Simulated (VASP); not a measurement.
A run of VASP 6.6.1:

File INCAR:

```
  PREC = Accurate
  ENCUT = 600
  EDIFF = 1E-6
  ISMEAR = 0
  SIGMA = 0.1
  LREAL = False
  LASPH = True
  NELM = 150
  ALGO = Normal
  ISIF = 3
  LWAVE = False
  LCHARG = False
  ISPIN = 2
  MAGMOM = 0 2 -2 -2
  LORBIT = 11
  LMAXMIX = 4
  GGA = PE
  IBRION = 2
  NSW = 90
  EDIFFG = -0.04
```

Contents of KPOINTS:

```
Automatic mesh
0
Gamma
  6 6 6
```

POSCAR

```
SiNi3
1.0
    3.5511000200      0.0000000000      0.0000000000
    0.0000000000      3.5511000200      0.0000000000
    0.0000000000      0.0000000000      3.5511000200
Si Ni
1 3
Direct
    0.0000000000      0.0000000000      0.0000000000
    0.0000000000      0.5000000000      0.5000000000
    0.5000000000      0.0000000000      0.5000000000
    0.5000000000      0.5000000000      0.0000000000
```

Potentials or basis: VASP PAW PBE potentials, release 64 (Si, Ni).

Run with:

```bash
$ cat potpaw_PBE.64/Si/POTCAR potpaw_PBE.64/Ni/POTCAR > POTCAR
$ mpirun -np 1 vasp_std > vasp.out
```

Hardware: 1 thread of Oxide Virtual Turin-like Processor (shared host).

**Question.** How long does it take, and how much memory?

**Answer.** Wall time 4.5 min on 1 thread of Oxide Virtual Turin-like Processor (shared host), peak memory 0.19 GiB. Counts: scf iterations 36, k points 40, ion steps 3.
